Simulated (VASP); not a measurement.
# TaN (P3m1) in VASP: further runs

The runs below take TaN through single point, with PBEsol.

Everything below comes from runs of VASP 6.6.1. Logs are shortened: lines on timing, memory, paths and dates and some standing lists are left out, and cuts for length are marked.

## (1) The cell of the first run

The structure is trigonal, space group P3m1 (No. 156). The conventional cell has a = 2.938 Å, b = 2.938 Å, c = 2.883 Å, α = 90.00°, β = 90.00°, γ = 120.00°. Within 2.7 Å of Ta (site symmetry 3m) lie 6 N at 2.04 to 2.43 Å. Within 2.7 Å of N (site symmetry 3m) lie 6 Ta at 2.04 to 2.43 Å.

## (2) Single point, PBEsol (all N atoms moved -0.300 Å, as atom 2 along Cartesian [0 0 1])

Contents of INCAR:

```
SYSTEM = TaN
PREC     = Accurate       ! precision mode
ENCUT    = 700            ! plane-wave cutoff, eV
EDIFF    = 1E-6           ! SCF threshold, eV
ISMEAR   = 0              ! smearing method
SIGMA    = 0.15           ! smearing width, eV
LREAL    = .FALSE.        ! projectors in reciprocal space
LASPH    = .TRUE.         ! aspherical terms in the spheres
NELM     = 120            ! most SCF steps
ALGO     = Normal         ! electronic algorithm
ISIF     = 2              ! what is computed and relaxed
LWAVE    = .FALSE.        ! write WAVECAR
LCHARG   = .TRUE.         ! write CHGCAR
GGA      = PS             ! functional
LELF     = .TRUE.         ! ELF
LVHAR    = .TRUE.       
NBANDS   = 16             ! bands
GGA_COMPAT= .FALSE.
```

Contents of KPOINTS:

```
regular mesh
0
G
  18 18 16
  0 0 0
```

Contents of POSCAR:

```
TaN
1.0
    2.9379988584      0.0000000000      0.0000000000
   -1.4689994292      2.5443816477      0.0000000000
    0.0000000000      0.0000000000      2.8830000000
Ta N
1 1
Direct
    0.3333333333      0.6666666667      0.5000000000
    0.0000000000      0.0000000000     -0.1040582726
```

Potentials or basis: VASP PAW PBE potentials, release 64 (Ta_sv_GW, N).

Command:

```
cat potpaw_PBE.64/Ta_sv_GW/POTCAR potpaw_PBE.64/N/POTCAR > POTCAR
mpirun -np 1 vasp_std > vasp.out
```

OUTCAR:

```text
SYSTEM = TaN
   PREC = Accurate
   ENCUT = 700
   EDIFF = 1E-6
   ISMEAR = 0
   LREAL = .FALSE.
   LASPH = .TRUE.
   NELM = 120
   ISIF = 2
   GGA = PS

 ion  position               nearest neighbor table
   1  0.333  0.667  0.500-   2 2.04   2 2.04   2 2.04   2 2.43   2 2.43   2 2.43
   2  0.000  0.000  0.896-   1 2.04   1 2.04   1 2.04   1 2.43   1 2.43   1 2.43

  LATTYP: Found a hexagonal cell.
 ALAT       =     2.9379988584
 C/A-ratio  =     0.9812801635

  Lattice vectors:

 A1 = (   2.9379988584,   0.0000000000,   0.0000000000)
 A2 = (  -1.4689994292,   2.5443816477,   0.0000000000)
 A3 = (   0.0000000000,   0.0000000000,   2.8830000000)

Analysis of symmetry for initial positions (statically):
=====================================================================
 Subroutine PRICEL returns:
 Original cell was already a primitive cell.

 Routine SETGRP: Setting up the symmetry group for a
 hexagonal supercell.

 Subroutine GETGRP returns: Found  6 space group operations
 (whereof  6 operations were pure point group operations)
 out of a pool of 24 trial point group operations.

The static configuration has the point symmetry C_3v.

Analysis of symmetry for dynamics (positions and initial velocities):
=====================================================================
 Subroutine PRICEL returns:
 Original cell was already a primitive cell.

 Routine SETGRP: Setting up the symmetry group for a
 hexagonal supercell.

 Subroutine GETGRP returns: Found  6 space group operations
 (whereof  6 operations were pure point group operations)
 out of a pool of 24 trial point group operations.

The dynamic configuration has the point symmetry C_3v.

 Subroutine INISYM returns: Found  6 space group operations
 (whereof  6 operations are pure point group operations),
 and found     1 'primitive' translations

----------------------------------------------------------------------------------------

                                     Primitive cell

  volume of cell :      21.5516

  direct lattice vectors                    reciprocal lattice vectors
     2.937998858  0.000000000  0.000000000     0.340367729  0.196511400  0.000000000
    -1.468999429  2.544381648  0.000000000     0.000000000  0.393022800  0.000000000
     0.000000000  0.000000000  2.883000000     0.000000000  0.000000000  0.346860909

  length of vectors
     2.937998858  2.937998858  2.883000000     0.393022800  0.393022800  0.346860909

  position of ions in fractional coordinates (direct lattice)
     0.333333333  0.666666667  0.500000000
     0.000000000  0.000000000  0.895941727

  ion indices of the primitive-cell ions
   primitive index   ion index
                 1           1
                 2           2

----------------------------------------------------------------------------------------

 KPOINTS: regular mesh

Automatic generation of k-mesh.
 Grid dimensions read from file:
 generate k-points for:   18   18   16

 Generating k-lattice:

  Cartesian coordinates                     Fractional coordinates (reciprocal lattice)
     0.018909318  0.010917300  0.000000000     0.055555556 -0.000000000  0.000000000
     0.000000000  0.021834600  0.000000000     0.000000000  0.055555556  0.000000000
     0.000000000  0.000000000  0.021678807     0.000000000  0.000000000  0.062500000

  Length of vectors
     0.021834600  0.021834600  0.021678807

  Shift w.r.t. Gamma in fractional coordinates (k-lattice)
     0.000000000  0.000000000  0.000000000

 Subroutine IBZKPT returns following result:
 ===========================================

 Found    522 irreducible k-points:

 Following reciprocal coordinates:
            Coordinates               Weight
  0.000000  0.000000  0.000000      1.000000
  0.055556  0.000000  0.000000      6.000000
  0.111111  0.000000  0.000000      6.000000
  0.166667  0.000000  0.000000      6.000000
  0.222222 -0.000000  0.000000      6.000000
  0.277778 -0.000000  0.000000      6.000000
[... 16 lines left out ...]
  0.333333  0.111111  0.000000     12.000000
  0.388889  0.111111  0.000000     12.000000
 [... further k-points ...]
   k-points           NKPTS =    522   k-points in BZ     NKDIM =    522   number of bands    NBANDS=     16
   number of dos      NEDOS =    301   number of ions     NIONS =      2
   total plane-waves  NPLWV =  21952
   dimension x,y,z NGX =    28 NGY =   28 NGZ =   28
   dimension x,y,z NGXF=    56 NGYF=   56 NGZF=   56
   ions per type =               1   1
   NGX,Y,Z   is equivalent  to a cutoff of  15.84, 15.84, 16.15 a.u.
   NGXF,Y,Z  is equivalent  to a cutoff of  31.69, 31.69, 32.29 a.u.
 SYSTEM =  TaN
   PREC   = accura    normal or accurate (medium, high low for compatibility)
   ISTART =      0    job   : 0-new  1-cont  2-samecut
   ICHARG =      2    charge: 1-file 2-atom 10-const
   ISPIN  =      1    spin polarized calculation?
   LNONCOLLINEAR =      F non collinear calculations
   LSORBIT =      F    spin-orbit coupling
   LASPH  =      T    aspherical Exc in radial PAW
   ENCUT  =  700.0 eV  51.45 Ry    7.17 a.u.   6.34  6.34  6.22*2*pi/ulx,y,z
   NELM   =    120;   NELMIN=  2; NELMDL= -5     # of ELM steps
   EDIFF  = 0.1E-05   stopping-criterion for ELM
   LREAL  =      F    real-space projection
[... 7 lines left out ...]
   TEBEG  =    0.0;   TEEND  =   0.0 temperature during run
   PSTRESS=    0.0 pullay stress
   NELECT =      18.0000    total number of electrons
   NUPDOWN=      -1.0000    fix difference up-down
   EMIN   =  10.00;   EMAX   =-10.00  energy-range for DOS
   EFERMI =   0.00;   METHOD = LEGACY
   ISMEAR =     0;   SIGMA  =   0.15  broadening in eV -4-tet -1-fermi 0-gaus
   EFERMI_NEDOS =   21; number of points for ismear=-14 and -15
   IALGO  =     38    algorithm
   IMIX   =      4    mixing-type and parameters
     AMIX     =   0.40;   BMIX     =  1.00
     AMIX_MAG =   1.60;   BMIX_MAG =  1.00
  volume/ion in A,a.u.               =      10.78        72.72
  Fermi-wavevector in a.u.,A,eV,Ry     =   1.541722  2.913433 32.339793  2.376908
  Thomas-Fermi vector in A             =   2.647628
   LORBIT       =      0    0 simple, 1 ext, 2 COOP (PROOUT), +10 PAW based schemes
   GGA     = PS    functional components
   LHFCALC =     F    Hartree Fock is set to
   AEXX    =    0.0000 exact exchange contribution
   IVDW    =     0    specifies the selected vdW correction
   LEPSILON=     F    determine dielectric tensor
   LRPA    =     F    only Hartree local field effects (RPA)
 non-spin polarized calculation
 Gauss-broadening in eV      SIGMA  =   0.15
  energy-cutoff  :      700.00
  volume of cell :       21.55
 maximum number of plane-waves:       930
 NGX is ok and might be reduce to    28
   NGX = 13   NGY = 13   NGZ = 13

 number of electron      17.9999999 magnetization

 Free energy of the ion-electron system (eV)
  ---------------------------------------------------
  ext. energy  EPLUGINS =         0.00000000
  ---------------------------------------------------
  free energy    TOTEN  =       -25.66389538 eV

  energy without entropy =      -25.66267091  energy(sigma->0) =      -25.66328315

 E-fermi :  12.5619     XC(G=0): -13.8163

 val. band max:       12.5453517065   @ k =   0.0000   0.0556   0.4375
 cond. band min:      12.6065542307   @ k =   0.0556   0.0000   0.4375
 fundamental gap:      0.0612025242
 Fermi energy:        12.5619351927

 k-point     1 :       0.0000    0.0000    0.0000
  band No.  band energies     occupation
      1     -56.0461      2.00000
      2     -22.3682      2.00000
      3     -22.1267      2.00000
      4     -22.1267      2.00000
      5      -5.4217      2.00000
      6       6.4795      2.00000
[... 8 lines left out ...]
     15      23.5929      0.00000
     16      28.5377      0.00000

 k-point     2 :       0.0556    0.0000    0.0000
  band No.  band energies     occupation
      1     -56.0437      2.00000
      2     -22.3646      2.00000
      3     -22.1620      2.00000
      4     -22.1343      2.00000
      5      -5.3565      2.00000
      6       6.4177      2.00000
[... 8 lines left out ...]
     15      23.7650      0.00000
     16      28.4642      0.00000

 k-point     3 :       0.1111    0.0000    0.0000
  band No.  band energies     occupation
      1     -56.0369      2.00000
      2     -22.3586      2.00000
      3     -22.2582      2.00000
      4     -22.1562      2.00000
      5      -5.1691      2.00000
      6       6.1250      2.00000
[... 8 lines left out ...]
     15      24.1991      0.00000
     16      28.2978      0.00000

 k-point     4 :       0.1667    0.0000    0.0000
  band No.  band energies     occupation
      1     -56.0263      2.00000
      2     -22.4354      2.00000
      3     -22.3162      2.00000
      4     -22.1895      2.00000
      5      -4.8830      2.00000
      6       5.6472      2.00000
[... 8 lines left out ...]
     15      24.6873      0.00000
     16      28.2317      0.00000

 k-point     5 :       0.2222   -0.0000    0.0000
  band No.  band energies     occupation
      1     -56.0134      2.00000
      2     -22.6133      2.00000
      3     -22.2982      2.00000
      4     -22.2300      2.00000
      5      -4.5329      2.00000
      6       5.1471      2.00000
[... 8 lines left out ...]
     15      25.0080      0.00000
     16      28.4959      0.00000

 k-point     6 :       0.2778   -0.0000    0.0000
  band No.  band energies     occupation
      1     -55.9995      2.00000
      2     -22.8023      2.00000
      3     -22.2734      2.00000
      4     -22.2727      2.00000
      5      -4.1610      2.00000
      6       4.7157      2.00000
[... 8 lines left out ...]
     15      25.1480      0.00000
     16      28.8156      0.00000
[... 267 lines left out ...]
 k-point    21 :       0.2222    0.1111    0.0000
  band No.  band energies     occupation
      1     -55.9953      2.00000
      2     -22.8214      2.00000
      3     -22.3282      2.00000
      4     -22.2648      2.00000
      5      -4.0376      2.00000
      6       4.6884      2.00000
[... 8 lines left out ...]
     15      25.4502      0.00000
     16      28.9972      0.00000

 k-point    22 :       0.2778    0.1111    0.0000
  band No.  band energies     occupation
      1     -55.9831      2.00000
      2     -22.9706      2.00000
      3     -22.3798      2.00000
      4     -22.2423      2.00000
      5      -3.7039      2.00000
      6       4.4409      2.00000
[... 8 lines left out ...]
     15      25.5598      0.00000
     16      28.1752      0.00000

 k-point    23 :       0.3333    0.1111    0.0000
  band No.  band energies     occupation
      1     -55.9731      2.00000
      2     -23.0899      2.00000
      3     -22.4217      2.00000
      4     -22.2235      2.00000
      5      -3.4316      2.00000
      6       4.2995      2.00000
[... 8 lines left out ...]
     15      25.4684      0.00000
     16      27.3071      0.00000

 k-point    24 :       0.3889    0.1111    0.0000
  band No.  band energies     occupation
      1     -55.9666      2.00000
      2     -23.1665      2.00000
      3     -22.4490      2.00000
      4     -22.2112      2.00000
      5      -3.2541      2.00000
      6       4.2427      2.00000
[... 8 lines left out ...]
     15      24.9383      0.00000
     16      27.0337      0.00000

 [... further k-points ...]
[... 5 lines left out ...]
  --------------------------------------------------------------------------------------
  -------------------------------------------------------------------------------------
  Total        1.8898520      1.8898520      1.8638922      0.0000000     -0.0000000      0.0000000
  in kB      140.4946692    140.4946692    138.5647764      0.0000000     -0.0000000      0.0000000
  external PRESSURE =     139.8513716 kB  Pullay stress =       0.0000000 kB

 VOLUME and BASIS-vectors are now :
 -----------------------------------------------------------------------------
  energy-cutoff  :      700.00
  volume of cell :       21.55
      direct lattice vectors                 reciprocal lattice vectors
     2.937998858  0.000000000  0.000000000     0.340367729  0.196511400  0.000000000
    -1.468999429  2.544381648  0.000000000     0.000000000  0.393022800  0.000000000
     0.000000000  0.000000000  2.883000000     0.000000000  0.000000000  0.346860909

 POSITION                                       TOTAL-FORCE (eV/Angst)
 -----------------------------------------------------------------------------------
     -0.00000      1.69625      1.44150        -0.000000      0.000000     -4.743786
      0.00000      0.00000      2.58300         0.000000     -0.000000      4.743786
 -----------------------------------------------------------------------------------
    total drift:                                0.000000     -0.000000      0.000070

  FREE ENERGIE OF THE ION-ELECTRON SYSTEM (eV)
  ---------------------------------------------------
  free  energy   TOTEN  =       -25.6638953816 eV

  energy  without entropy=      -25.6626709115  energy(sigma->0) =      -25.66328315
```

Run time: 5.1 min. Hardware: 1 thread of AMD EPYC 7R43 (Zen 3), shared host; peak memory 0.39 GiB.

What came out:

| Property | Result |
| --- | --- |
| Free energy | -25.6639 eV |
| Pressure | 14.0 GPa |
| Largest force | 4.744 eV/Å |
| Band gap on the k mesh | zero (bands 9 and 10 overlap by 0.43 eV) |

Forces in eV/Å, atoms in the order of the input:
```
Ta   0.000  0.000 -4.744
N    0.000  0.000  4.744
```

Stress tensor (GPa, compression positive):
```
14.05  0.00  0.00
 0.00 14.05  0.00
 0.00  0.00 13.86
```

Levels at points of the mesh, in eV from the Fermi level:
```csv
k point,band 7,band 8,band 9,band 10,band 11,band 12
"(0.00, 0.00, 0.00)",-5.43,-5.43,-1.21,1.91,2.78,2.78
"(0.50, 0.00, 0.00)",-5.48,-3.98,-3.21,3.00,3.38,3.40
"(0.00, 0.00, 0.50)",-4.82,-4.82,-0.07,-0.07,2.76,3.67
"(0.50, 0.00, 0.50)",-6.11,-6.07,-0.48,3.67,4.73,5.88
```

Caveat: the cell differs from its parent crystal (all N atoms moved -0.300 Å, as atom 2 along Cartesian [0 0 1]); the cell stands under pressure; the PAW data sets were made with another functional, which shifts forces and pressure a little; spin-orbit coupling is left out, which moves the levels of the heavy elements.

## (3) Single point, PBEsol (all N atoms moved +0.263 Å, as atom 2 along Cartesian [0 0 1])

Contents of INCAR:

```
SYSTEM = TaN
PREC = Accurate
ENCUT = 700
EDIFF = 1E-6
ISMEAR = 0
SIGMA = 0.15
LREAL = .FALSE.
LASPH = .TRUE.
NELM = 120
ALGO = Normal
ISIF = 2
LWAVE = .FALSE.
LCHARG = .FALSE.
GGA = PS
NBANDS = 16
GGA_COMPAT = .FALSE.
```

Contents of KPOINTS:

```
Automatic mesh
0
G
  18 18 16
  0 0 0
```

Changes to POSCAR since step 2:

```diff
@@ -9,2 +9,2 @@
     0.3333333333      0.6666666667      0.5000000000
-    0.0000000000      0.0000000000     -0.1040582726
+    0.0000000000      0.0000000000      0.0910509886
```

Potentials or basis: VASP PAW PBE potentials, release 64 (Ta_sv_GW, N).

Command:

```
cat potpaw_PBE.64/Ta_sv_GW/POTCAR potpaw_PBE.64/N/POTCAR > POTCAR
mpirun -np 1 vasp_std > vasp.out
```

OUTCAR:

```text
SYSTEM = TaN
   PREC = Accurate
   ENCUT = 700
   EDIFF = 1E-6
   ISMEAR = 0
   LREAL = .FALSE.
   LASPH = .TRUE.
   NELM = 120
   ISIF = 2
   GGA = PS

 ion  position               nearest neighbor table
   1  0.333  0.667  0.500-   2 2.07   2 2.07   2 2.07   2 2.40   2 2.40   2 2.40
   2  0.000  0.000  0.091-   1 2.07   1 2.07   1 2.07   1 2.40   1 2.40   1 2.40

  LATTYP: Found a hexagonal cell.
 ALAT       =     2.9379988584
 C/A-ratio  =     0.9812801635

  Lattice vectors:

 A1 = (   2.9379988584,   0.0000000000,   0.0000000000)
 A2 = (  -1.4689994292,   2.5443816477,   0.0000000000)
[... 627 lines left out ...]
      5      -3.2217      2.00000
      6       4.2278      2.00000
[... 8 lines left out ...]
     15      24.7826      0.00000
     16      27.1709      0.00000

 [... further k-points ...]
[... 5 lines left out ...]
  --------------------------------------------------------------------------------------
  -------------------------------------------------------------------------------------
  Total        1.2494387      1.2494387      1.3755850      0.0000000      0.0000000      0.0000000
  in kB       92.8853069     92.8853069    102.2632289      0.0000000      0.0000000      0.0000000
  external PRESSURE =      96.0112809 kB  Pullay stress =       0.0000000 kB

 VOLUME and BASIS-vectors are now :
 -----------------------------------------------------------------------------
  energy-cutoff  :      700.00
  volume of cell :       21.55
      direct lattice vectors                 reciprocal lattice vectors
     2.937998858  0.000000000  0.000000000     0.340367729  0.196511400  0.000000000
    -1.468999429  2.544381648  0.000000000     0.000000000  0.393022800  0.000000000
     0.000000000  0.000000000  2.883000000     0.000000000  0.000000000  0.346860909

 POSITION                                       TOTAL-FORCE (eV/Angst)
 -----------------------------------------------------------------------------------
     -0.00000      1.69625      1.44150        -0.000000      0.000000      4.085347
      0.00000      0.00000      0.26250         0.000000     -0.000000     -4.085347
 -----------------------------------------------------------------------------------
    total drift:                                0.000000     -0.000000      0.000069

  FREE ENERGIE OF THE ION-ELECTRON SYSTEM (eV)
  ---------------------------------------------------
  free  energy   TOTEN  =       -25.8294341782 eV

  energy  without entropy=      -25.8284023580  energy(sigma->0) =      -25.82891827
```

Run time: 4 min. Hardware: 1 thread of Intel Xeon Platinum 8375C at 2.90GHz (Ice Lake), shared host; peak memory 0.42 GiB.

What came out:

| Item | Value |
| --- | --- |
| Free energy | -25.8294 eV |
| Pressure | 9.6 GPa |
| Largest force | 4.085 eV/Å |
| Band gap on the k mesh | zero (bands 9 and 10 overlap by 0.42 eV) |

Forces on the atoms (eV/Å):
```
Ta   0.000  0.000  4.085
N    0.000  0.000 -4.085
```

Stress tensor (GPa, compression positive):
```
 9.29  0.00  0.00
 0.00  9.29  0.00
 0.00  0.00 10.23
```

Caveat: the cell differs from its parent crystal (all N atoms moved +0.263 Å, as atom 2 along Cartesian [0 0 1]); the cell stands under pressure; the PAW data sets were made with another functional, which shifts forces and pressure a little; spin-orbit coupling is left out, which moves the levels of the heavy elements.

The gap in the log of VASP goes by the Fermi energy; the results here count the filled bands.